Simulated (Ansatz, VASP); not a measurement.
Na2S in VASP and in Ansatz

```
Na S
1.0
     0.00000    3.27350    3.27350
     3.27350    0.00000    3.27350
     3.27350    3.27350    0.00000
Na S
2 1
Direct
  0.25000 0.25000 0.25000
  0.75000 0.75000 0.75000
  0.00000 0.00000 0.00000
```

Alike in both runs: task single point; functional r2SCAN; k mesh 3 × 3 × 3; no spin polarisation.

|  | VASP | Ansatz |
| --- | --- | --- |
| version | VASP 6.6.1 | Ansatz 0.2.0 |
| potentials or method | VASP PAW PBE potentials, release 64 (Na_pv, S), cutoff 550 eV | plane waves, PAW |
| occupations | gaussian, width 0.01 eV | fixed |
| valence electrons in the cell | 20 | 24 |

|  | VASP | Ansatz | Ansatz less VASP |
| --- | --- | --- | --- |
| gap on the k mesh at the Fermi level (eV) | 3.04 | 3.02 | -0.025 |

VASP's potentials were made for PBE, not for r2SCAN. VASP's potentials hold 20 valence electrons a cell and Ansatz's 24, so a difference there can come from the potentials and not from the codes.

The k mesh is coarse, so the values compare programs but aren't converged.
